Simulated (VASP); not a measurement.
# SnO2 (P1) in VASP: single point with PBE

Aim: the single point of SnO2 with PBE.

All numbers are computed with VASP 6.6.1; they aren't measurements. Logs are shortened: lines on timing, memory, paths and dates and some standing lists are left out, and cuts for length are marked.

### Step 1. The cell of the first run

The typed cell holds 24 atoms: a = 9.655 Å, b = 4.828 Å, c = 6.475 Å, α = 90.00°, β = 90.00°, γ = 90.00°.

### Step 2. Single point, PBE

INCAR

```
SYSTEM = SnO2
PREC = Accurate ; ENCUT = 520
EDIFF = 1E-6 ; ISMEAR = 0
SIGMA = 0.05 ; LREAL = Auto
LASPH = .True. ; NELM = 80
ALGO = Normal ; ISIF = 2
LWAVE = .False. ; LCHARG = .True.
GGA = PE ; LELF = .True.
LVHAR = .True. ; NBANDS = 122
```

KPOINTS

```
Automatic mesh
0
Gamma
  2 3 2
  0 0 0
```

POSCAR

```
SnO2
1.0
    9.6554546461      0.0000000000      0.0000000000
    0.0000000000      4.8277273231      0.0000000000
    0.0000000000      0.0000000000      6.4754890203
Sn O
8 16
Direct
    0.0047892100      1.0055422925      0.0055705445
    0.2464812986      0.5078002207      0.2564499754
   -0.0048893606      1.0041443262      0.5016635794
    0.2497241288      0.4937298320      0.7560959465
    0.5029499053      1.0062991704     -0.0061150594
    0.7490115448      0.5077492650      0.2469433575
    0.5024974150      1.0006760276      0.5003503195
    0.7489235116      0.4971322611      0.7467610531
    0.1510232354      0.3010215579     -0.0049347624
    0.4175722581      0.1938330269      0.2534807788
    0.1081048007      0.8240842396      0.2394534212
    0.3507368761      0.6691691108      0.0050133665
    0.1460413882      0.3015408499      0.4836019319
    0.4021012104      0.1933042066      0.7530004274
    0.0917579785      0.7993131637      0.7441410193
    0.3455370174      0.6864244350      0.4956261975
    0.6522745154      0.2995044880     -0.0117839749
    0.9000554939      0.1732599925      0.2433816188
    0.5749766535      0.7646730548      0.2467486232
    0.8559265517      0.6773207725      0.0124679387
    0.6575690356      0.2899094970      0.4856393070
    0.8936684306      0.1844582223      0.7540276857
    0.5980552146      0.8049257425      0.7443908846
    0.8584004901      0.6660537733      0.4984655197
```

Potentials or basis: VASP PAW PBE potentials, release 64 (Sn_d, O).

Command:

```
$ cat potpaw_PBE.64/Sn_d/POTCAR potpaw_PBE.64/O/POTCAR > POTCAR
$ mpirun -np 1 vasp_std > vasp.out
```

OUTCAR:

```text
SYSTEM = SnO2
   PREC = Accurate
   ENCUT = 520
   EDIFF = 1E-6
   ISMEAR = 0
   LREAL = Auto
   LASPH = .True.
   NELM = 80
   ISIF = 2
   GGA = PE

 ion  position               nearest neighbor table
   1  0.005  0.006  0.006-   9 2.01  18 2.01  11 2.01  22 2.13  15 2.14  20 2.14   3 3.21   3 3.26
                             4 3.71   2 3.72   2 3.74
   2  0.246  0.508  0.256-  16 2.01  13 2.02  11 2.03  12 2.07   9 2.17  10 2.24   4 3.24   4 3.24
                             1 3.72   1 3.74
   3  0.995  0.004  0.502-  13 2.05  18 2.08  15 2.08  22 2.09  24 2.10  11 2.20   1 3.21   1 3.26
                             8 3.72   6 3.76
   4  0.250  0.494  0.756-   9 2.04  12 2.07  14 2.07  15 2.12  16 2.14  13 2.23   2 3.24   2 3.24
                             1 3.71   5 3.73
   5  0.503  0.006  0.994-  17 2.02  14 2.05  10 2.08  23 2.10  19 2.13  12 2.19   7 3.20   7 3.28
                             8 3.72   4 3.73   6 3.76
   6  0.749  0.508  0.247-  20 2.01  21 2.07  24 2.09  19 2.09  17 2.17  18 2.18   8 3.24   8 3.24
                             7 3.74   3 3.76   5 3.76
   7  0.502  0.001  0.500-  10 2.02  21 2.05  23 2.06  14 2.12  19 2.12  16 2.14   5 3.20   5 3.28
                             8 3.74   6 3.74   8 3.76
   8  0.749  0.497  0.747-  17 2.06  22 2.06  23 2.08  24 2.09  21 2.15  20 2.19   6 3.24   6 3.24
                             5 3.72   3 3.72   7 3.74   7 3.76
   9  0.151  0.301  0.995-   1 2.01   4 2.04   2 2.17
  10  0.418  0.194  0.253-   7 2.02   5 2.08   2 2.24
  11  0.108  0.824  0.239-   1 2.01   2 2.03   3 2.20
  12  0.351  0.669  0.005-   4 2.07   2 2.07   5 2.19
  13  0.146  0.302  0.484-   2 2.02   3 2.05   4 2.23
  14  0.402  0.193  0.753-   5 2.05   4 2.07   7 2.12
[... 8 lines left out ...]
  23  0.598  0.805  0.744-   7 2.06   8 2.08   5 2.10
  24  0.858  0.666  0.498-   6 2.09   8 2.09   3 2.10

  LATTYP: Found a simple orthorhombic cell.
 ALAT       =     4.8277273231
 B/A-ratio  =     1.3413120889
 C/A-ratio  =     2.0000000000

  Lattice vectors:

 A1 = (   0.0000000000,   4.8277273231,   0.0000000000)
 A2 = (   0.0000000000,   0.0000000000,   6.4754890203)
 A3 = (   9.6554546461,   0.0000000000,   0.0000000000)

Analysis of symmetry for initial positions (statically):
=====================================================================
 Subroutine PRICEL returns:
 Original cell was already a primitive cell.

 Routine SETGRP: Setting up the symmetry group for a
 simple orthorhombic supercell.

 Subroutine GETGRP returns: Found  1 space group operations
 (whereof  1 operations were pure point group operations)
 out of a pool of  8 trial point group operations.

The static configuration has the point symmetry C_1 .

Analysis of symmetry for dynamics (positions and initial velocities):
=====================================================================
 Subroutine PRICEL returns:
 Original cell was already a primitive cell.

 Routine SETGRP: Setting up the symmetry group for a
 simple orthorhombic supercell.

 Subroutine GETGRP returns: Found  1 space group operations
 (whereof  1 operations were pure point group operations)
 out of a pool of  8 trial point group operations.

The dynamic configuration has the point symmetry C_1 .

 Subroutine INISYM returns: Found  1 space group operations
 (whereof  1 operations are pure point group operations),
 and found     1 'primitive' translations

----------------------------------------------------------------------------------------

                                     Primitive cell

  volume of cell :     301.8478

  direct lattice vectors                    reciprocal lattice vectors
     9.655454646  0.000000000  0.000000000     0.103568401  0.000000000  0.000000000
     0.000000000  4.827727323  0.000000000     0.000000000  0.207136802  0.000000000
     0.000000000  0.000000000  6.475489020     0.000000000  0.000000000  0.154428491

  length of vectors
     9.655454646  4.827727323  6.475489020     0.103568401  0.207136802  0.154428491

  position of ions in fractional coordinates (direct lattice)
     0.004789210  0.005542293  0.005570545
     0.246481299  0.507800221  0.256449975
     0.995110639  0.004144326  0.501663579
     0.249724129  0.493729832  0.756095946
     0.502949905  0.006299170  0.993884941
     0.749011545  0.507749265  0.246943358
[... 16 lines left out ...]
     0.598055215  0.804925743  0.744390885
     0.858400490  0.666053773  0.498465520

  ion indices of the primitive-cell ions
   primitive index   ion index
                 1           1
                 2           2
                 3           3
                 4           4
                 5           5
                 6           6
[... 16 lines left out ...]
                23          23
                24          24

----------------------------------------------------------------------------------------

 KPOINTS: Automatic mesh

Automatic generation of k-mesh.
 Grid dimensions read from file:
 generate k-points for:    2    3    2

 Generating k-lattice:

  Cartesian coordinates                     Fractional coordinates (reciprocal lattice)
     0.051784201  0.000000000  0.000000000     0.500000000  0.000000000  0.000000000
     0.000000000  0.069045601  0.000000000     0.000000000  0.333333333  0.000000000
     0.000000000  0.000000000  0.077214246     0.000000000  0.000000000  0.500000000

  Length of vectors
     0.051784201  0.069045601  0.077214246

  Shift w.r.t. Gamma in fractional coordinates (k-lattice)
     0.000000000  0.000000000  0.000000000

 Subroutine IBZKPT returns following result:
 ===========================================

 Found      8 irreducible k-points:

 Following reciprocal coordinates:
            Coordinates               Weight
  0.000000  0.000000  0.000000      1.000000
  0.500000  0.000000  0.000000      1.000000
  0.000000  0.333333  0.000000      2.000000
  0.500000  0.333333  0.000000      2.000000
  0.000000  0.000000  0.500000      1.000000
  0.500000  0.000000  0.500000      1.000000
  0.000000  0.333333  0.500000      2.000000
  0.500000  0.333333  0.500000      2.000000
   k-points           NKPTS =      8   k-points in BZ     NKDIM =      8   number of bands    NBANDS=    122
   number of dos      NEDOS =    301   number of ions     NIONS =     24
   total plane-waves  NPLWV = 124416
   dimension x,y,z NGX =    72 NGY =   36 NGZ =   48
   dimension x,y,z NGXF=   144 NGYF=   72 NGZF=   96
   ions per type =               8  16
   NGX,Y,Z   is equivalent  to a cutoff of  12.40, 12.40, 12.32 a.u.
   NGXF,Y,Z  is equivalent  to a cutoff of  24.79, 24.79, 24.65 a.u.
 SYSTEM =  SnO2
   PREC   = accura    normal or accurate (medium, high low for compatibility)
   ISTART =      0    job   : 0-new  1-cont  2-samecut
   ICHARG =      2    charge: 1-file 2-atom 10-const
   ISPIN  =      1    spin polarized calculation?
   LNONCOLLINEAR =      F non collinear calculations
   LSORBIT =      F    spin-orbit coupling
   LASPH  =      T    aspherical Exc in radial PAW
   ENCUT  =  520.0 eV  38.22 Ry    6.18 a.u.  17.95  8.98 12.04*2*pi/ulx,y,z
   NELM   =     80;   NELMIN=  2; NELMDL= -5     # of ELM steps
   EDIFF  = 0.1E-05   stopping-criterion for ELM
   LREAL  =      T    real-space projection
   EDIFFG = 0.1E-04   stopping-criterion for IOM
   NSW    =      0    number of steps for IOM
   IBRION =     -1    ionic relax: 0-MD 1-quasi-New 2-CG
   NFREE  =      0    steps in history (QN), initial steepest desc. (CG)
   ISIF   =      2    stress and relaxation
   ISYM   =      2    0-nonsym 1-usesym 2-fastsym
   POTIM  = 0.5000    time-step for ionic-motion
   TEBEG  =    0.0;   TEEND  =   0.0 temperature during run
   PSTRESS=    0.0 pullay stress
   NELECT =     208.0000    total number of electrons
   NUPDOWN=      -1.0000    fix difference up-down
   EMIN   =  10.00;   EMAX   =-10.00  energy-range for DOS
   EFERMI =   0.00;   METHOD = LEGACY
   ISMEAR =     0;   SIGMA  =   0.05  broadening in eV -4-tet -1-fermi 0-gaus
   EFERMI_NEDOS =   21; number of points for ismear=-14 and -15
   IALGO  =     38    algorithm
   IMIX   =      4    mixing-type and parameters
     AMIX     =   0.40;   BMIX     =  1.00
     AMIX_MAG =   1.60;   BMIX_MAG =  1.00
  volume/ion in A,a.u.               =      12.58        84.87
  Fermi-wavevector in a.u.,A,eV,Ry     =   1.445994  2.732533 28.448417  2.090900
  Thomas-Fermi vector in A             =   2.564113
   LORBIT       =      0    0 simple, 1 ext, 2 COOP (PROOUT), +10 PAW based schemes
   GGA     = PE    functional components
   LHFCALC =     F    Hartree Fock is set to
   AEXX    =    0.0000 exact exchange contribution
   IVDW    =     0    specifies the selected vdW correction
   LEPSILON=     F    determine dielectric tensor
   LRPA    =     F    only Hartree local field effects (RPA)
 non-spin polarized calculation
 Gauss-broadening in eV      SIGMA  =   0.05
  energy-cutoff  :      520.00
  volume of cell :      301.85
 maximum number of plane-waves:      8148
 NGX is ok and might be reduce to    72
   NGX = 35   NGY = 17   NGZ = 25

 number of electron     207.9999976 magnetization

 Free energy of the ion-electron system (eV)
  ---------------------------------------------------
  ext. energy  EPLUGINS =         0.00000000
  ---------------------------------------------------
  free energy    TOTEN  =      -148.17238644 eV

  energy without entropy =     -148.17238644  energy(sigma->0) =     -148.17238644

 E-fermi :   5.8065     XC(G=0): -10.9781

 val. band max:        5.5373934310   @ k =   0.0000   0.0000   0.0000
 cond. band min:       6.2209619998   @ k =   0.0000   0.0000   0.0000
 fundamental gap:      0.6835685688
 Fermi energy:         5.8065315647

 k-point     1 :       0.0000    0.0000    0.0000
  band No.  band energies     occupation
      1     -15.5402      2.00000
      2     -15.4753      2.00000
      3     -15.4579      2.00000
      4     -15.3064      2.00000
      5     -15.2772      2.00000
      6     -15.2212      2.00000
[... 108 lines left out ...]
    115      12.2147      0.00000
    116      12.3138      0.00000

 k-point     2 :       0.5000    0.0000    0.0000
  band No.  band energies     occupation
      1     -15.5117      2.00000
      2     -15.4379      2.00000
      3     -15.4236      2.00000
      4     -15.3821      2.00000
      5     -15.3602      2.00000
      6     -15.3262      2.00000
[... 706 lines left out ...]
 k-point     8 :       0.5000    0.3333    0.5000
  band No.  band energies     occupation
      1     -15.3557      2.00000
      2     -15.2776      2.00000
      3     -15.2647      2.00000
      4     -15.2035      2.00000
      5     -15.1417      2.00000
      6     -15.1124      2.00000
[... 108 lines left out ...]
    115      13.6161      0.00000
    116      13.7362      0.00000
 [bands above 116 left out]

------------------------ aborting loop because EDIFF is reached ----------------------------------------

  FORCE on cell =-STRESS in cart. coord.  units (eV):
  Direction    XX          YY          ZZ          XY          YZ          ZX
  --------------------------------------------------------------------------------------
  -------------------------------------------------------------------------------------
  Total        2.7433853      2.9626581      3.3940134      0.7907652     -1.9934107     -0.2894676
  in kB       14.5616087     15.7254861     18.0150761      4.1973006    -10.5808204     -1.5364647
  external PRESSURE =      16.1007236 kB  Pullay stress =       0.0000000 kB

 VOLUME and BASIS-vectors are now :
 -----------------------------------------------------------------------------
  energy-cutoff  :      520.00
  volume of cell :      301.85
      direct lattice vectors                 reciprocal lattice vectors
     9.655454646  0.000000000  0.000000000     0.103568401  0.000000000  0.000000000
     0.000000000  4.827727323  0.000000000     0.000000000  0.207136802  0.000000000
     0.000000000  0.000000000  6.475489020     0.000000000  0.000000000  0.154428491

 POSITION                                       TOTAL-FORCE (eV/Angst)
 -----------------------------------------------------------------------------------
      0.04624      0.02676      0.03607        -0.784162     -0.888527     -1.471015
      2.37989      2.45152      1.66064         0.855935     -0.867839     -1.180645
      9.60825      0.02001      3.24852         0.157210     -0.396320     -0.335117
      2.41120      2.38359      4.89609        -0.338009      0.610788     -1.121976
      4.85621      0.03041      6.43589        -0.837103     -1.050275      1.290177
      7.23205      2.45127      1.59908        -0.279146     -0.765249     -0.108288
[... 16 lines left out ...]
      5.77450      3.88596      4.82030         0.149398     -0.167925      0.149138
      8.28825      3.21553      3.22781        -0.433768      0.342190     -0.024112
 -----------------------------------------------------------------------------------
    total drift:                               -0.018754      0.018649      0.004208

  FREE ENERGIE OF THE ION-ELECTRON SYSTEM (eV)
  ---------------------------------------------------
  free  energy   TOTEN  =      -148.1723864420 eV

  energy  without entropy=     -148.1723864420  energy(sigma->0) =     -148.17238644
```

Wall time 10 min (1 thread of Oxide Virtual Turin-like, shared host); peak memory 0.41 GiB.

Results:

| Quantity | Value |
| --- | --- |
| Free energy | -148.1724 eV |
| Pressure | 1.6 GPa |
| Largest force | 1.889 eV/Å |
| Band gap on the k mesh | 0.68 eV |

Forces in eV/Å, atoms in the order of the input:
```
Sn  -0.784 -0.889 -1.471
Sn   0.856 -0.868 -1.181
Sn   0.157 -0.396 -0.335
Sn  -0.338  0.611 -1.122
Sn  -0.837 -1.050  1.290
Sn  -0.279 -0.765 -0.108
Sn  -0.704 -0.561 -0.706
Sn   0.439 -0.039  0.092
O    0.506  0.574  0.377
O   -1.336  0.701 -0.469
O   -0.354 -0.195  1.041
O    0.200  0.792 -0.656
O    0.471  0.355  1.344
O    0.148 -0.406 -0.623
O    0.255  0.115  0.383
O    0.151  0.250  1.331
O    0.548  0.453  0.470
O   -0.792  0.677  0.702
O    1.232  0.374 -0.038
O   -0.308  0.186 -1.189
O    0.425  0.391  0.883
O    0.628 -0.482 -0.138
O    0.149 -0.168  0.149
O   -0.434  0.342 -0.024
```

Stress tensor (GPa, compression positive):
```
 1.46  0.42 -0.15
 0.42  1.57 -1.06
-0.15 -1.06  1.80
```

Caveat: the k points lie up to 0.49 Å⁻¹ apart; the atoms stand as in a frame of molecular dynamics; semilocal functionals underestimate gaps, and a narrow one can read as zero; spin-orbit coupling is left out, which moves the levels of the heavy elements; forces of over 1 eV/Å act on the atoms, so gaps and moduli don't describe the material at rest.
